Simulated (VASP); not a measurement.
A run of VASP 6.6.1 is set up as follows.

File INCAR:

```
SYSTEM = CdSe
ALGO = Normal
EDIFF = 1E-6
ENCUT = 520
GGA = CA
ISIF = 2
ISMEAR = -1
LASPH = .True.
LCHARG = .False.
LREAL = .False.
LWAVE = .False.
NBANDS = 16
NELM = 60
PREC = Accurate
SIGMA = 0.05
```

The input KPOINTS:

```
k-points
0
Gamma
  8 8 8
  0 0 0
```

Contents of POSCAR:

```
CdSe
1.0
    0.0000000000      2.8739580000      2.8739580000
    2.8739580000      0.0000000000      2.8739580000
    2.8739580000      2.8739580000      0.0000000000
Cd Se
1 1
Direct
    0.0000000000      0.0000000000      0.0000000000
    0.5000000000      0.5000000000      0.5000000000
```

Potentials or basis: VASP PAW LDA potentials, release 64 (Cd, Se).

The run is started by

```console
$ cat potpaw_LDA.64/Cd/POTCAR potpaw_LDA.64/Se/POTCAR > POTCAR
$ mpirun -np 1 vasp_std > vasp.out
```

**Question.** Predict the band gap on the k mesh.

**Answer.** Zero (band 9 reaches 2.16 eV, above the bottom of band 10 at 1.52 eV).

**Question.** Predict the pressure.

**Answer.** -5.6 GPa.
